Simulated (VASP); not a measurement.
# ScAl2 (Fd-3m) in VASP: a series of runs

Runs on ScAl2. Level: r2SCAN. Tasks: single point, relaxation of cell and atoms.

All numbers are computed with VASP 6.6.1; they aren't measurements. Logs are shortened: lines on timing, memory, paths and dates and some standing lists are left out, and cuts for length are marked.

### Step 1. The cell of the first run

It takes space group Fd-3m (No. 227, cubic). Conventional cell: a = 7.555 Å, b = 7.555 Å, c = 7.555 Å, α = 90.00°, β = 90.00°, γ = 90.00°. Within 4.1 Å of Sc (site symmetry -43m) lie 12 Al at 3.13 Å and 4 Sc at 3.27 Å. Within 3.5 Å of Al (site symmetry -3m) lie 6 Al at 2.67 Å and 6 Sc at 3.13 Å.

### Step 2. Single point, r2SCAN

Contents of POSCAR:

```
ScAl2
1.0
    0.0000000000      3.7776526849      3.7776526849
    3.7776526849      0.0000000000      3.7776526849
    3.7776526849      3.7776526849      0.0000000000
Sc Al
2 4
Direct
    0.5000000000      0.5000000000      0.5000000000
    0.7500000000      0.7500000000      0.7500000000
    0.1250000000      0.1250000000      0.1250000000
    0.6250000000      0.1250000000      0.1250000000
    0.1250000000      0.6250000000      0.1250000000
    0.1250000000      0.1250000000      0.6250000000
```

Contents of INCAR.step1:

```
PREC = Accurate ; ENCUT = 520
ISMEAR = 0 ; SIGMA = 0.15
LREAL = F ; LASPH = T
NELM = 80 ; NBANDS = 26
GGA = PE ; ALGO = Normal
EDIFF = 1E-4 ; LWAVE = T
LCHARG = F
```

Contents of INCAR.step2:

```
PREC = Accurate ; ENCUT = 520
EDIFF = 1E-6 ; ISMEAR = 0
SIGMA = 0.15 ; LREAL = F
LASPH = T ; NELM = 80
ALGO = Normal ; ISIF = 2
LWAVE = F ; LCHARG = F
METAGGA = R2SCAN ; LMIXTAU = T
NBANDS = 26 ; ISTART = 1
```

Contents of KPOINTS:

```
Automatic mesh
0
Gamma
  12 12 12
```

Potentials or basis: VASP PAW PBE potentials, release 64 (Sc_sv, Al).

Command:

```
$ cat potpaw_PBE.64/Sc_sv/POTCAR potpaw_PBE.64/Al/POTCAR > POTCAR
$ cp INCAR.step1 INCAR
$ mpirun -np 1 vasp_std > vasp.out
$ cp INCAR.step2 INCAR
$ mpirun -np 1 vasp_std > vasp.out
```

OUTCAR:

```text
PREC = Accurate
   ENCUT = 520
   EDIFF = 1E-6
   ISMEAR = 0
   LREAL = F
   LASPH = T
   NELM = 80
   ISIF = 2
   METAGGA = R2SCAN
   ISTART = 1

 ion  position               nearest neighbor table
   1  0.500  0.500  0.500-   5 3.13   4 3.13   3 3.13   3 3.13   3 3.13   6 3.13   6 3.13   4 3.13
                             5 3.13   4 3.13   5 3.13   6 3.13   2 3.27   2 3.27   2 3.27   2 3.27
   2  0.750  0.750  0.750-   3 3.13   4 3.13   5 3.13   4 3.13   4 3.13   5 3.13   3 3.13   5 3.13
                             6 3.13   3 3.13   6 3.13   6 3.13   1 3.27   1 3.27   1 3.27   1 3.27
   3  0.125  0.125  0.125-   4 2.67   5 2.67   6 2.67   6 2.67   5 2.67   4 2.67   1 3.13   2 3.13
                             1 3.13   2 3.13   1 3.13   2 3.13
   4  0.625  0.125  0.125-   3 2.67   6 2.67   5 2.67   3 2.67   5 2.67   6 2.67   2 3.13   1 3.13
                             2 3.13   1 3.13   1 3.13   2 3.13
   5  0.125  0.625  0.125-   3 2.67   6 2.67   3 2.67   4 2.67   6 2.67   4 2.67   1 3.13   2 3.13
                             2 3.13   1 3.13   1 3.13   2 3.13
   6  0.125  0.125  0.625-   3 2.67   3 2.67   4 2.67   5 2.67   5 2.67   4 2.67   1 3.13   2 3.13
                             1 3.13   2 3.13   1 3.13   2 3.13

  LATTYP: Found a face centered cubic cell.
 ALAT       =     7.5553053698

  Lattice vectors:

 A1 = (   0.0000000000,   3.7776526849,   3.7776526849)
 A2 = (   3.7776526849,   0.0000000000,   3.7776526849)
 A3 = (   3.7776526849,   3.7776526849,   0.0000000000)

Analysis of symmetry for initial positions (statically):
=====================================================================
 Subroutine PRICEL returns:
 Original cell was already a primitive cell.

 Routine SETGRP: Setting up the symmetry group for a
 face centered cubic supercell.

 Subroutine GETGRP returns: Found 48 space group operations
 (whereof 24 operations were pure point group operations)
 out of a pool of 48 trial point group operations.

The static configuration has the point symmetry T_d .
 The point group associated with its full space group is O_h .

Analysis of symmetry for dynamics (positions and initial velocities):
=====================================================================
 Subroutine PRICEL returns:
 Original cell was already a primitive cell.

 Routine SETGRP: Setting up the symmetry group for a
 face centered cubic supercell.

 Subroutine GETGRP returns: Found 48 space group operations
 (whereof 24 operations were pure point group operations)
 out of a pool of 48 trial point group operations.

The dynamic configuration has the point symmetry T_d .
 The point group associated with its full space group is O_h .

 Subroutine INISYM returns: Found 48 space group operations
 (whereof 24 operations are pure point group operations),
 and found     1 'primitive' translations

----------------------------------------------------------------------------------------

                                     Primitive cell

  volume of cell :     107.8192

  direct lattice vectors                    reciprocal lattice vectors
     0.000000000  3.777652685  3.777652685    -0.132357324  0.132357324  0.132357324
     3.777652685  0.000000000  3.777652685     0.132357324 -0.132357324  0.132357324
     3.777652685  3.777652685  0.000000000     0.132357324  0.132357324 -0.132357324

  length of vectors
     5.342407661  5.342407661  5.342407661     0.229249610  0.229249610  0.229249610

  position of ions in fractional coordinates (direct lattice)
     0.500000000  0.500000000  0.500000000
     0.750000000  0.750000000  0.750000000
     0.125000000  0.125000000  0.125000000
     0.625000000  0.125000000  0.125000000
     0.125000000  0.625000000  0.125000000
     0.125000000  0.125000000  0.625000000

  ion indices of the primitive-cell ions
   primitive index   ion index
                 1           1
                 2           2
                 3           3
                 4           4
                 5           5
                 6           6

----------------------------------------------------------------------------------------

 KPOINTS: Automatic mesh

Automatic generation of k-mesh.
 Grid dimensions read from file:
 generate k-points for:   12   12   12

 Generating k-lattice:

  Cartesian coordinates                     Fractional coordinates (reciprocal lattice)
    -0.011029777  0.011029777  0.011029777     0.083333333  0.000000000  0.000000000
     0.011029777 -0.011029777  0.011029777     0.000000000  0.083333333  0.000000000
     0.011029777  0.011029777 -0.011029777     0.000000000  0.000000000  0.083333333

  Length of vectors
     0.019104134  0.019104134  0.019104134

  Shift w.r.t. Gamma in fractional coordinates (k-lattice)
     0.000000000  0.000000000  0.000000000

 Subroutine IBZKPT returns following result:
 ===========================================

 Found     72 irreducible k-points:

 Following reciprocal coordinates:
            Coordinates               Weight
  0.000000  0.000000  0.000000      1.000000
  0.083333  0.000000  0.000000      8.000000
  0.166667  0.000000  0.000000      8.000000
  0.250000  0.000000  0.000000      8.000000
  0.333333  0.000000  0.000000      8.000000
  0.416667  0.000000  0.000000      8.000000
[... 16 lines left out ...]
  0.500000  0.166667  0.000000     24.000000
 -0.416667  0.166667  0.000000     24.000000
 [... further k-points ...]
   k-points           NKPTS =     72   k-points in BZ     NKDIM =     72   number of bands    NBANDS=     26
   number of dos      NEDOS =    301   number of ions     NIONS =      6
   total plane-waves  NPLWV =  64000
   dimension x,y,z NGX =    40 NGY =   40 NGZ =   40
   dimension x,y,z NGXF=    80 NGYF=   80 NGZF=   80
   ions per type =               2   4
   NGX,Y,Z   is equivalent  to a cutoff of  12.45, 12.45, 12.45 a.u.
   NGXF,Y,Z  is equivalent  to a cutoff of  24.89, 24.89, 24.89 a.u.
 SYSTEM =  unknown system
   PREC   = accura    normal or accurate (medium, high low for compatibility)
   ISTART =      1    job   : 0-new  1-cont  2-samecut
   ICHARG =      0    charge: 1-file 2-atom 10-const
   ISPIN  =      1    spin polarized calculation?
   LNONCOLLINEAR =      F non collinear calculations
   LSORBIT =      F    spin-orbit coupling
   LASPH  =      T    aspherical Exc in radial PAW
   ENCUT  =  520.0 eV  38.22 Ry    6.18 a.u.   9.93  9.93  9.93*2*pi/ulx,y,z
   NELM   =     80;   NELMIN=  2; NELMDL=  0     # of ELM steps
   EDIFF  = 0.1E-05   stopping-criterion for ELM
   LREAL  =      F    real-space projection
   EDIFFG = 0.1E-04   stopping-criterion for IOM
   NSW    =      0    number of steps for IOM
   IBRION =     -1    ionic relax: 0-MD 1-quasi-New 2-CG
   NFREE  =      0    steps in history (QN), initial steepest desc. (CG)
   ISIF   =      2    stress and relaxation
   ISYM   =      2    0-nonsym 1-usesym 2-fastsym
   POTIM  = 0.5000    time-step for ionic-motion
   TEBEG  =    0.0;   TEEND  =   0.0 temperature during run
   PSTRESS=    0.0 pullay stress
   NELECT =      34.0000    total number of electrons
   NUPDOWN=      -1.0000    fix difference up-down
   EMIN   =  10.00;   EMAX   =-10.00  energy-range for DOS
   EFERMI =   0.00;   METHOD = LEGACY
   ISMEAR =     0;   SIGMA  =   0.15  broadening in eV -4-tet -1-fermi 0-gaus
   EFERMI_NEDOS =   21; number of points for ismear=-14 and -15
   IALGO  =     38    algorithm
   IMIX   =      4    mixing-type and parameters
     AMIX     =   0.40;   BMIX     =  1.00
     AMIX_MAG =   1.60;   BMIX_MAG =  1.00
  volume/ion in A,a.u.               =      17.97       121.27
  Fermi-wavevector in a.u.,A,eV,Ry     =   1.114301  2.105723 16.893895  1.241666
  Thomas-Fermi vector in A             =   2.250894
   LORBIT       =      0    0 simple, 1 ext, 2 COOP (PROOUT), +10 PAW based schemes
   METAGGA = R2SCAN    functional components
   LHFCALC =     F    Hartree Fock is set to
   AEXX    =    0.0000 exact exchange contribution
   IVDW    =     0    specifies the selected vdW correction
   LEPSILON=     F    determine dielectric tensor
   LRPA    =     F    only Hartree local field effects (RPA)
 non-spin polarized calculation
 Gauss-broadening in eV      SIGMA  =   0.15
  energy-cutoff  :      520.00
  volume of cell :      107.82
 maximum number of plane-waves:      2936
   NGX = 19   NGY = 19   NGZ = 19

 number of electron      33.9999997 magnetization

 Free energy of the ion-electron system (eV)
  ---------------------------------------------------
  ext. energy  EPLUGINS =         0.00000000
  ---------------------------------------------------
  free energy    TOTEN  =       -52.93077767 eV

  energy without entropy =      -52.89355023  energy(sigma->0) =      -52.91216395

 E-fermi :   6.5608     XC(G=0): -11.0207

 val. band max:        6.5582976963   @ k =   0.5000   0.4167   0.0833
 cond. band min:       6.5815101869   @ k =   0.5000   0.3333   0.0833
 fundamental gap:      0.0232124905
 Fermi energy:         6.5607948668

 k-point     1 :       0.0000    0.0000    0.0000
  band No.  band energies     occupation
      1     -44.9323      2.00000
      2     -44.8915      2.00000
      3     -22.6448      2.00000
      4     -22.6448      2.00000
      5     -22.6447      2.00000
      6     -22.5342      2.00000
[... 18 lines left out ...]
     25      10.1763      0.00000
     26      10.1763      0.00000

 k-point     2 :       0.0833    0.0000    0.0000
  band No.  band energies     occupation
      1     -44.9318      2.00000
      2     -44.8920      2.00000
      3     -22.6457      2.00000
      4     -22.6457      2.00000
      5     -22.6448      2.00000
      6     -22.5345      2.00000
[... 18 lines left out ...]
     25      10.0642      0.00000
[... 608 lines left out ...]
     25      10.0431      0.00000
     26      10.1829      0.00000

 k-point    24 :      -0.4167    0.1667    0.0000
  band No.  band energies     occupation
      1     -44.9204      2.00000
      2     -44.9033      2.00000
      3     -22.6690      2.00000
      4     -22.6607      2.00000
      5     -22.6300      2.00000
      6     -22.5519      2.00000
[... 18 lines left out ...]
     25       9.9787      0.00000
     26      10.2150      0.00000

 [... further k-points ...]

------------------------ aborting loop because EDIFF is reached ----------------------------------------

  FORCE on cell =-STRESS in cart. coord.  units (eV):
  Direction    XX          YY          ZZ          XY          YZ          ZX
  --------------------------------------------------------------------------------------
  -------------------------------------------------------------------------------------
  Total        0.0415953      0.0415953      0.0415953      0.0000000      0.0000000      0.0000000
  in kB        0.6181006      0.6181006      0.6181006      0.0000000      0.0000000      0.0000000
  external PRESSURE =       0.6181006 kB  Pullay stress =       0.0000000 kB

 VOLUME and BASIS-vectors are now :
 -----------------------------------------------------------------------------
  energy-cutoff  :      520.00
  volume of cell :      107.82
      direct lattice vectors                 reciprocal lattice vectors
     0.000000000  3.777652685  3.777652685    -0.132357324  0.132357324  0.132357324
     3.777652685  0.000000000  3.777652685     0.132357324 -0.132357324  0.132357324
     3.777652685  3.777652685  0.000000000     0.132357324  0.132357324 -0.132357324

 POSITION                                       TOTAL-FORCE (eV/Angst)
 -----------------------------------------------------------------------------------
      3.77765      3.77765      3.77765         0.000000      0.000000      0.000000
      5.66648      5.66648      5.66648        -0.000000     -0.000000     -0.000000
      0.94441      0.94441      0.94441        -0.000000     -0.000000      0.000000
      0.94441      2.83324      2.83324        -0.000000     -0.000000      0.000000
      2.83324      0.94441      2.83324        -0.000000     -0.000000      0.000000
      2.83324      2.83324      0.94441        -0.000000     -0.000000      0.000000
 -----------------------------------------------------------------------------------
    total drift:                               -0.000000     -0.000000      0.000000

  FREE ENERGIE OF THE ION-ELECTRON SYSTEM (eV)
  ---------------------------------------------------
  free  energy   TOTEN  =       -52.9307776720 eV

  energy  without entropy=      -52.8935502275  energy(sigma->0) =      -52.91216395
```

It took 6 min on 1 thread of Intel Xeon 6975P-C (Granite Rapids), shared host; peak memory 0.37 GiB.

What came out:

```
Free energy            : -52.9308 eV
Pressure               : 0.1 GPa
Band gap on the k mesh : zero (bands 17 and 18 overlap by 2.60 eV)
```

Levels at points of the mesh, in eV from the Fermi level:
```
           k point  band 14  band 15  band 16  band 17  band 18  band 19  band 20  band 21
(0.00, 0.00, 0.00)    -2.51    -2.51    -2.51    -1.83    -1.83     0.41     2.22     2.22
(0.50, 0.00, 0.00)    -2.10    -2.10    -0.36    -0.15    -0.15     1.78     1.78     1.97
(0.50, 0.50, 0.00)    -3.83     0.28     0.28     0.77     0.77     0.88     0.88     1.09
```

Caveat: the PAW data sets were made with another functional, which shifts forces and pressure a little.

### Step 3. Relaxation of cell and atoms, r2SCAN

POSCAR is that of step 2.

Contents of INCAR.step1:

```
SYSTEM = ScAl2
PREC = Accurate ; ENCUT = 600
ISMEAR = 0 ; SIGMA = 0.1
LREAL = .False. ; LASPH = .True.
NELM = 100 ; GGA = PE
ALGO = Normal ; EDIFF = 1E-4
LWAVE = .True. ; LCHARG = .False.
```

Contents of INCAR.step2:

```
SYSTEM = ScAl2
PREC = Accurate ; ENCUT = 600
EDIFF = 1E-6 ; ISMEAR = 0
SIGMA = 0.1 ; LREAL = .False.
LASPH = .True. ; NELM = 100
ALGO = Normal ; ISIF = 3
LWAVE = .False. ; LCHARG = .False.
METAGGA = R2SCAN ; LMIXTAU = .True.
IBRION = 2 ; NSW = 100
EDIFFG = -0.005 ; ISTART = 1
```

Contents of KPOINTS:

```
Automatic mesh
0
Gamma
  8 8 8
  0 0 0
```

Potentials or basis: VASP PAW PBE potentials, release 64 (Sc_sv, Al).

Command:

```
$ cat potpaw_PBE.64/Sc_sv/POTCAR potpaw_PBE.64/Al/POTCAR > POTCAR
$ cp INCAR.step1 INCAR
$ mpirun -np 1 vasp_std > vasp.out
$ cp INCAR.step2 INCAR
$ mpirun -np 1 vasp_std > vasp.out
```

It took 5.4 min on 1 thread of Intel Xeon 6975P-C (Granite Rapids), shared host; peak memory 0.39 GiB.

Results (log left out):

```
Free energy                           : -52.9122 eV
Relaxed volume                        : 17.98 Å³/atom
Relaxed cell                          : a = 5.344 Å, b = 5.344 Å, c = 5.344 Å, α = 60.00°, β = 60.00°, γ = 60.00°
Space group after relaxing (to 0.1 Å) : Fd-3m (No. 227)
Ionic steps                           : 2
Pressure after relaxing               : 0.0 GPa
Band gap on the k mesh                : zero (bands 17 and 18 overlap by 2.60 eV)
```

Final structure:
```yaml
crystal:
  lattice:
    - [0.00000, 3.77865, 3.77865]
    - [3.77865, 0.00000, 3.77865]
    - [3.77865, 3.77865, 0.00000]
  atoms:
    - { symbol: Sc, position: [0.50000, 0.50000, 0.50000] }
    - { symbol: Sc, position: [0.75000, 0.75000, 0.75000] }
    - { symbol: Al, position: [0.12500, 0.12500, 0.12500] }
    - { symbol: Al, position: [0.62500, 0.12500, 0.12500] }
    - { symbol: Al, position: [0.12500, 0.62500, 0.12500] }
    - { symbol: Al, position: [0.12500, 0.12500, 0.62500] }
```

Levels at points of the mesh, in eV from the Fermi level:
```tsv
k point	band 15	band 16	band 17	band 18	band 19	band 20
(0.00, 0.00, 0.00)	-2.50	-2.50	-1.82	-1.82	0.42	2.23
(0.50, 0.00, 0.00)	-2.09	-0.35	-0.14	-0.14	1.79	1.79
(0.50, 0.50, 0.00)	0.28	0.28	0.77	0.77	0.89	0.89
```

Caveat: the PAW data sets were made with another functional, which shifts forces and pressure a little.

### Step 4. Relaxation of cell and atoms, r2SCAN, target pressure 1 GPa, at which the enthalpy is minimised

This run uses another cell than the first one, of 17.80 Å³/atom.

Changes to POSCAR since step 3:

```diff
@@ -2,5 +2,5 @@
 1.0
-    0.0000000000      3.7776526849      3.7776526849
-    3.7776526849      0.0000000000      3.7776526849
-    3.7776526849      3.7776526849      0.0000000000
+    0.0000000000      3.7656384919      3.7656384919
+    3.7656384919      0.0000000000      3.7656384919
+    3.7656384919      3.7656384919      0.0000000000
 Sc Al
```

Contents of INCAR.step1:

```
SYSTEM = ScAl2
ALGO = Normal
EDIFF = 1E-4
ENCUT = 600
GGA = PE
ISMEAR = 0
LASPH = .TRUE.
LCHARG = .FALSE.
LREAL = .FALSE.
LWAVE = .TRUE.
NELM = 100
PREC = Accurate
SIGMA = 0.1
```

Contents of INCAR.step2:

```
SYSTEM = ScAl2
ALGO = Normal
EDIFF = 1E-7
EDIFFG = -0.008
ENCUT = 600
IBRION = 2
ISIF = 3
ISMEAR = 0
ISTART = 1
LASPH = .TRUE.
LCHARG = .FALSE.
LMIXTAU = .TRUE.
LREAL = .FALSE.
LWAVE = .FALSE.
METAGGA = R2SCAN
NELM = 100
NSW = 70
PREC = Accurate
PSTRESS = 10.0
SIGMA = 0.1
```

Contents of KPOINTS:

```
k-points
0
G
  8 8 8
  0 0 0
```

Command:

```
$ cat potpaw_PBE.64/Sc_sv/POTCAR potpaw_PBE.64/Al/POTCAR > POTCAR
$ cp INCAR.step1 INCAR
$ mpirun -np 1 vasp_std > vasp.out
$ cp INCAR.step2 INCAR
$ mpirun -np 1 vasp_std > vasp.out
```

Run time: 3.3 min. Hardware: 1 thread of Intel Xeon 6975P-C (Granite Rapids), shared host; peak memory 0.39 GiB.

The run converged. Its results:

```
Free energy             : -52.9089 eV
Pressure after relaxing : 1.0 GPa
Band gap on the k mesh  : zero (bands 17 and 18 overlap by 2.62 eV)
```

Final structure:
```
Sc Al
1.0
     0.00000    3.76564    3.76564
     3.76564    0.00000    3.76564
     3.76564    3.76564    0.00000
Sc Al
2 4
Direct
  0.50000 0.50000 0.50000
  0.75000 0.75000 0.75000
  0.12500 0.12500 0.12500
  0.62500 0.12500 0.12500
  0.12500 0.62500 0.12500
  0.12500 0.12500 0.62500
```

Levels at points of the mesh, in eV from the Fermi level:
```csv
k point,band 15,band 16,band 17,band 18,band 19,band 20
"(0.00, 0.00, 0.00)",-2.50,-2.50,-1.84,-1.84,0.43,2.26
"(0.50, 0.00, 0.00)",-2.10,-0.35,-0.14,-0.14,1.80,1.80
"(0.50, 0.50, 0.00)",0.28,0.28,0.78,0.78,0.89,0.89
```

Caveat: the relaxation stopped at its first step, so nothing moved; the cell is relaxed towards a set pressure, so the run minimises the enthalpy, not the energy; the PAW data sets were made with another functional, which shifts forces and pressure a little.

### Step 5. Overview

```csv
task,cell,k mesh,cutoff (eV),smearing,gap on the mesh (eV),pressure (GPa)
single point,"a = 5.342 Å, angles 60.0°, 6 atoms",12 × 12 × 12,520,gaussian 0.15 eV,none,0.1
relaxation of cell and atoms,"relaxed from a = 5.342 Å, angles 60.0°, 6 atoms",8 × 8 × 8,600,gaussian 0.1 eV,none,0.0
relaxation of cell and atoms,"relaxed to 1 GPa from a = 5.325 Å, angles 60.0°, 6 atoms",8 × 8 × 8,600,gaussian 0.1 eV,none,1.0
```

Alike in all rows: level r2SCAN; potentials or basis VASP PAW PBE potentials, release 64 (Sc_sv, Al); no spin polarisation.

Caveats: the PAW data sets were made with another functional, which shifts forces and pressure a little; the relaxation stopped at its first step, so nothing moved (at least some runs); the cell is relaxed towards a set pressure, so the run minimises the enthalpy, not the energy (at least some runs).

Total energies depend on the potentials used, so only differences within one code and one set of settings carry meaning.

The gap in the log of VASP goes by the Fermi energy; the results here count the filled bands.